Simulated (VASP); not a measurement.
## CdS: single point with r2SCAN

CdS:

```
Cd S
1.0
     0.00000    2.67720    2.79360
     2.67720    0.00000    2.79360
     2.67720    2.67720    0.00000
Cd S
1 1
Cartesian
  0.0000 0.0000 0.0000
  4.0158 4.0158 4.1904
```

This cell differs from its parent crystal: strain -0.080 along x and y, -0.040 along z.

```
Program                : VASP 6.6.1
Task                   : single point
Functional             : r2SCAN
Potentials or basis    : VASP PAW PBE potentials, release 64 (Cd, S)
Cutoff                 : 520 eV
k mesh                 : 8 × 8 × 8
Occupations            : gaussian, width 0.05 eV
Spin                   : no spin polarisation
Dipole correction      : no
Further INCAR settings : ALGO = Normal; EDIFF = 1e-06; NBANDS = 16
```

```json
{
  "Pressure": "25.1 GPa",
  "Band gap on the k mesh": "1.99 eV"
}
```

Stress tensor (GPa, compression positive):
```
25.00  0.00  0.00
 0.00 25.00  0.00
 0.00  0.00 25.41
```

Levels at points of the mesh, in eV from the valence-band top:
```
           k point  band 5  band 6  band 7  band 8  band 9  band 10  band 11  band 12  band 13  band 14
(0.00, 0.00, 0.00)   -8.28   -8.24   -0.17    0.00    0.00     1.99     6.79     6.85     6.85    11.81
(0.50, 0.00, 0.00)   -8.18   -7.65   -6.10   -1.31   -1.09     3.62     7.12     7.50     8.46    12.41
(0.50, 0.50, 0.00)   -8.09   -7.67   -5.34   -2.75   -2.75     3.54     5.01    10.54    12.92    12.92
(0.50, 0.00, 0.50)   -8.09   -7.52   -5.01   -3.03   -2.89     3.28     4.59    11.14    12.44    12.70
```

Run time: 71 s on 1 thread of Intel(R) Xeon(R) 6975P-C (Granite Rapids) (shared host), peak memory 0.19 GiB.

Caveat: the cell differs from its parent crystal (strain -0.080 along x and y, -0.040 along z); the cell stands under pressure; the PAW data sets were made with another functional, which shifts forces and pressure a little.
